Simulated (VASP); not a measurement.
Here is a VASP 6.6.1 calculation.

File INCAR:

```
ALGO = Normal
EDIFF = 1E-7
EDIFFG = -0.002
ENCUT = 600
GGA = PE
GGA_COMPAT = False
IBRION = 2
ISIF = 3
ISMEAR = 0
IVDW = 12
LASPH = True
LCHARG = False
LREAL = False
LWAVE = False
NELM = 120
NELMIN = 4
NSW = 100
PREC = Accurate
SIGMA = 0.02
```

Contents of KPOINTS:

```
k-points
0
Gamma
  8 8 8
```

File POSCAR:

```
BeS
1.0
    0.0000000000      2.4200000000      2.4200000000
    2.4200000000      0.0000000000      2.4200000000
    2.4200000000      2.4200000000      0.0000000000
Be S
1 1
Direct
    0.0000000000      0.0000000000      0.0000000000
    0.2500000000      0.2500000000      0.2500000000
```

Potentials or basis: VASP PAW PBE potentials, release 64 (Be, S).

Run with:

```bash
$ cat potpaw_PBE.64/Be/POTCAR potpaw_PBE.64/S/POTCAR > POTCAR
$ mpirun -np 1 vasp_std > vasp.out
```

Question: What does it give for the relaxed cell?

Answer: a = 3.406 Å, b = 3.406 Å, c = 3.406 Å, α = 60.00°, β = 60.00°, γ = 60.00°.

Question: Estimate the dispersion energy per atom.

Answer: -0.308 eV.

Final structure:
```yaml
crystal:
  lattice:
    - [0.00000, 2.40826, 2.40826]
    - [2.40826, 0.00000, 2.40826]
    - [2.40826, 2.40826, 0.00000]
  atoms:
    - { symbol: Be, position: [0.00000, 0.00000, 0.00000] }
    - { symbol: S, position: [0.25000, 0.25000, 0.25000] }
```
